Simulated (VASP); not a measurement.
**Rh: single point with PBE**

The system is Rh.

```
CELL_PARAMETERS angstrom
3.93642 0.00000 0.00000
0.00000 3.93642 0.00000
-1.96821 0.00000 1.86957
ATOMIC_POSITIONS crystal
Rh 0.00000 0.00000 0.00000
Rh 0.50000 0.50000 0.00000
```

```json
{"Program": "VASP 6.6.1", "Task": "single point", "Functional": "PBE", "Potentials or basis": "VASP PAW PBE potentials, release 64 (Rh_pv)", "Cutoff": "520 eV", "k mesh": "9 × 9 × 18", "Occupations": "gaussian, width 0.1 eV", "Spin": "no spin polarisation"}
```

```json
{
  "Pressure": "-7.0 GPa",
  "Band gap on the k mesh": "zero (bands 15 and 16 overlap by 2.05 eV)"
}
```

Stress tensor (GPa, compression positive):
```
-10.39   0.00   0.00
  0.00 -10.39   0.00
  0.00   0.00  -0.08
```

Levels at points of the mesh, in eV from the Fermi level:
```
           k point  band 13  band 14  band 15  band 16  band 17  band 18
(0.00, 0.00, 0.00)    -1.22    -0.63     0.48     0.67     1.09     2.87
(0.00, 0.00, 0.50)     0.67     0.93     0.93     1.09     2.87     3.94
```

Run time: 3.8 min on 1 thread of AMD EPYC 7R13, with other jobs on the host, peak memory 0.21 GiB.

Caveat: the stress differs along the axes, from -10 to -0 GPa.
